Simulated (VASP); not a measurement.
# AgB2: single point with PBE+U

The system is AgB2.

```
Ag B
1.0
     3.00000    0.00000    0.00000
    -1.50000    2.59808    0.00000
     0.00000    0.00000    3.24000
Ag B
1 2
Direct
  0.00000 0.00000 0.00000
  0.66667 0.33333 0.50000
  0.33333 0.66667 0.50000
```

- Program: VASP 6.6.1
- Task: single point
- Functional: PBE
- Potentials or basis: VASP PAW PBE potentials, release 64 (Ag, B)
- Cutoff: 520 eV
- k mesh: 9 × 9 × 7
- Occupations: methfessel-paxton, width 0.05 eV
- Spin: no spin polarisation
- Hubbard terms: Ag d U = 6.0 eV
- Dipole correction: no
- Further INCAR settings: ALGO = Normal; EDIFF = 1e-06; NBANDS = 16

```json
{
  "Pressure": "45.3 GPa",
  "Band gap on the k mesh": "zero (an odd number of electrons rules out a gap without spin polarisation)"
}
```

Stress tensor (GPa, compression positive):
```
33.63  0.00  0.00
 0.00 33.63  0.00
 0.00  0.00 68.65
```

Levels at points of the mesh, in eV from the Fermi level:
```
           k point  band 4  band 5  band 6  band 7  band 8  band 9  band 10  band 11  band 12  band 13
(0.00, 0.00, 0.00)   -7.86   -6.62   -6.62   -2.76    1.09    1.09     5.84     6.07     6.07     7.65
```

Eigenvalues of the final occupation matrices:
| site | spin | trace | eigenvalues |
| --- | --- | --- | --- |
| site 1 d | 1 | 4.81 | 0.95 0.95 0.97 0.97 0.97 |
| site 1 d | 2 | 4.81 | 0.95 0.95 0.97 0.97 0.97 |

Wall time 9.5 s on 1 thread of AMD EPYC 9R45 96-Core Processor (Zen 5), on a shared host, peak memory 0.12 GiB.

Caveat: the cell stands under pressure; U without spin polarisation on a metal has little footing; the U is typed as a test and isn't derived for this compound.
